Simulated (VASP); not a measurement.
Set up this calculation in VASP 6.6.1, as the native input.

```
Task                   : single point
Functional             : revPBE
Potentials or basis    : VASP PAW PBE potentials, release 64 (Zn, Re)
Cutoff                 : 520 eV
k mesh                 : 24 × 24 × 12
Occupations            : gaussian, width 0.1 eV
Spin                   : no spin polarisation
Dipole correction      : no
Further INCAR settings : ALGO = Fast; EDIFF = 1e-06; NBANDS = 16
```

The structure of ZnRe lies in POSCAR:

```
ZnRe
1.0
    2.7431120854      0.0000000000      0.0000000000
   -1.3715560427      2.3756047514      0.0000000000
    0.0000000000      0.0000000000      4.4773604783
Zn Re
1 1
Direct
    0.0000000000      0.0000000000      0.0000000000
    0.3333333333      0.6666666667      0.5000000000
```

One way to write it, as run:

INCAR

```
PREC = Accurate
ENCUT = 520
EDIFF = 1E-6
ISMEAR = 0
SIGMA = 0.1
LREAL = F
LASPH = T
NELM = 80
ALGO = Fast
ISIF = 2
LWAVE = F
LCHARG = T
GGA = RE
LELF = T
LVHAR = T
NBANDS = 16
```

KPOINTS

```
regular mesh
0
Gamma
  24 24 12
```

Potentials or basis: VASP PAW PBE potentials, release 64 (Zn, Re).

The run is started by

```sh
$ cat potpaw_PBE.64/Zn/POTCAR potpaw_PBE.64/Re/POTCAR > POTCAR
$ mpirun -np 1 vasp_std > vasp.out
```

Results of the run:

```
Pressure : 2.8 GPa
```

Caveat: the PAW data sets were made with another functional, which shifts forces and pressure a little.

Wall time 88 s on 1 thread of Intel(R) Xeon(R) 6975P-C (Granite Rapids), on a shared host, peak memory 0.31 GiB.
